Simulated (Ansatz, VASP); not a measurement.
## W: VASP beside Ansatz

```
CELL_PARAMETERS angstrom
-0.22348 1.98648 1.83749
1.76300 0.00000 1.61401
1.98648 1.98648 -0.22348
ATOMIC_POSITIONS crystal
W 0.00000 0.00000 0.00000
```

Change from the starting cell: engineering shear strain xz -0.2250, normal strain along z -0.0750.

Alike in both runs: task single point; functional LDA; k mesh 20 × 20 × 20; occupations gaussian, width 0.15 eV; no spin polarisation.

|  | VASP | Ansatz |
| --- | --- | --- |
| version | VASP 6.6.1 | Ansatz 0.2.0 |
| potentials or method | VASP PAW LDA potentials, release 64 (W_sv), cutoff 520 eV | scalar-relativistic, plane waves, PAW |
| valence electrons in the cell | 14 | 14 |

VASP gave:

```
gap on the k mesh at the Fermi level (eV)                     : none
pressure (GPa)                                                : 49.0
traceless stress, the component that is largest in VASP (GPa) : 41.75
```

Q: What did Ansatz give for the same quantities?

A: gap on the k mesh at the Fermi level (eV): none; pressure (GPa): 45.8; traceless stress, the component that is largest in VASP (GPa): 40.19.

Ansatz warns that its potentials were made for another functional, while VASP's fit it. LDA's correlation is that of Perdew and Zunger in VASP and of Perdew and Wang (1992) in Ansatz. A gap of «none» marks a metal or a gap that the smearing closes. Both programs put the cell under a high pressure, so it lies far from rest at this level.

Spin-orbit coupling is off throughout.
